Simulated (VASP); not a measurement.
HfO2: single point with PBE

HfO2:

```
CELL_PARAMETERS angstrom
3.51420 0.00000 0.00000
0.00000 3.51420 0.00000
0.00000 0.00000 5.52717
ATOMIC_POSITIONS crystal
Hf 0.50000 0.50000 0.50000
Hf 0.00000 0.00000 0.00000
O 0.00000 0.50000 0.69325
O 0.50000 0.00000 0.80675
O 0.50000 0.00000 0.30675
O 0.00000 0.50000 0.19325
```

This cell differs from its parent crystal: strain -0.025 along x and y, +0.050 along z.

| Item | Value |
| --- | --- |
| Program | VASP 6.6.1 |
| Task | single point |
| Functional | PBE |
| Potentials or basis | VASP PAW PBE potentials, release 64 (Hf_pv, O) |
| Cutoff | 520 eV |
| k mesh | 6 × 6 × 4 |
| Occupations | gaussian, width 0.05 eV |
| Spin | no spin polarisation |

The pressure is -0.7 GPa and the largest force is 0.395 eV/Å. The band gap on the k mesh is 4.48 eV (least direct gap 4.52 eV).

Forces on the atoms (eV/Å):
```
Hf   0.000  0.000  0.000
Hf   0.000  0.000  0.000
O    0.000  0.000 -0.395
O    0.000  0.000  0.395
O    0.000  0.000  0.395
O    0.000  0.000 -0.395
```

Stress tensor (GPa, compression positive):
```
  6.95   0.00   0.00
  0.00   6.95   0.00
  0.00   0.00 -16.13
```

Levels at points of the mesh, in eV from the valence-band top:
```tsv
k point	band 18	band 19	band 20	band 21	band 22	band 23	band 24	band 25	band 26	band 27
(0.00, 0.00, 0.00)	-1.48	-1.48	-0.86	-0.04	-0.04	4.48	4.83	5.36	5.84	6.20
(0.50, 0.00, 0.00)	-2.13	-1.58	-1.58	-0.70	-0.70	5.12	5.12	5.77	5.77	6.68
(0.50, 0.50, 0.00)	-1.53	-0.87	-0.87	-0.79	-0.79	5.42	5.42	5.97	5.97	6.93
(0.00, 0.00, 0.50)	-3.09	-0.86	-0.86	0.00	0.00	5.28	5.28	5.29	5.29	8.15
(0.50, 0.00, 0.50)	-1.97	-1.57	-1.57	-1.05	-1.05	5.05	5.05	5.27	5.27	6.93
(0.50, 0.50, 0.50)	-2.18	-1.34	-1.34	-0.09	-0.09	5.75	5.75	5.94	5.94	7.00
```

It took 2 min on 1 thread of Intel Xeon 8259CL, with other jobs on the host, peak memory 0.2 GiB.

Caveat: the cell differs from its parent crystal (strain -0.025 along x and y, +0.050 along z); spin-orbit coupling is left out, which moves the levels of the heavy elements. A k mesh can miss the band edges.
